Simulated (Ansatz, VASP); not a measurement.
# TlBr: VASP beside Ansatz

File POSCAR:

```
TlBr
1.0
    3.7638330401      0.0000000000      0.0000000000
    0.0000000000      3.7638330401      0.0000000000
    0.0000000000      0.0000000000      3.7638330401
Tl Br
1 1
Direct
    0.0000000000      0.0000000000      0.0000000000
    0.5000000000      0.5000000000      0.5000000000
```

The input INCAR.step1:

```
ALGO = Normal
EDIFF = 1E-5
ENCUT = 550
GGA = PE
GGA_COMPAT = F
ISMEAR = 0
LASPH = T
LCHARG = F
LREAL = F
LWAVE = T
NBANDS = 17
NELM = 120
PREC = Accurate
SIGMA = 0.01
```

Contents of INCAR.step2:

```
ALGO = Normal
EDIFF = 1E-6
ENCUT = 550
GGA_COMPAT = F
ISIF = 2
ISMEAR = 0
ISTART = 1
LASPH = T
LCHARG = F
LMIXTAU = T
LREAL = F
LWAVE = F
METAGGA = R2SCAN
NBANDS = 17
NELM = 120
PREC = Accurate
SIGMA = 0.01
```

The input KPOINTS:

```
k-points
0
Gamma
  6 6 6
```

Input for Ansatz:

```yaml
crystal:
  lattice:
    - [3.76383304012, 0.0, 0.0]
    - [0.0, 3.76383304012, 0.0]
    - [0.0, 0.0, 3.76383304012]
  atoms:
    - { symbol: Tl, position: [0.0, 0.0, 0.0] }
    - { symbol: Br, position: [0.5, 0.5, 0.5] }
kpoints:
  mp_grid: { grid: [6, 6, 6] }
scf:
  occupations: { method: fixed }
  convergence: { dr2_threshold: 1.0e-10 }
hamiltonian:
  xc: r2scan
  pseudopotentials: { kind: paw }
output:
  forces: true
  stress: true
  eigenstates:
    kpoints:
      - [0.0, 0.0, 0.0]
      - [0.0, 0.0, 0.5]
      - [0.0, 0.5, 0.0]
      - [0.5, 0.0, 0.0]
      - [0.5, 0.5, 0.5]
      - [-0.184209555, -0.184209555, -0.184209552]
      - [-0.184209555, -0.184209555, 0.184209552]
      - [-0.184209555, 0.184209552, -0.184209555]
      - [-0.184209555, 0.184209552, 0.184209555]
      - [-0.5, -0.5, 0.0]
      - [-0.5, 0.0, -0.5]
      - [0.0, -0.5, -0.5]
  eigenvalues: true
```

Alike in both runs: task single point; functional r2SCAN; k mesh 6 × 6 × 6; no spin polarisation.

|  | VASP | Ansatz |
| --- | --- | --- |
| version | VASP 6.6.1 | Ansatz 0.2.0 |
| potentials or method | VASP PAW PBE potentials, release 64 (Tl_d, Br) | PAW with Ansatz's default frozen-core files, scalar-relativistic |
| plane-wave cutoff (eV) | 550 | 500 |
| occupations | gaussian, width 0.01 eV | fixed |
| valence electrons in the cell | 20 | 20 |

```tsv
	VASP	Ansatz	Ansatz less VASP
gap on the k mesh at the Fermi level (eV)	1.66	1.65	-0.013
pressure (GPa)	7.0	7.0	+0.03
```

VASP's potentials were made for PBE, not for r2SCAN.

Spin-orbit coupling is off throughout.
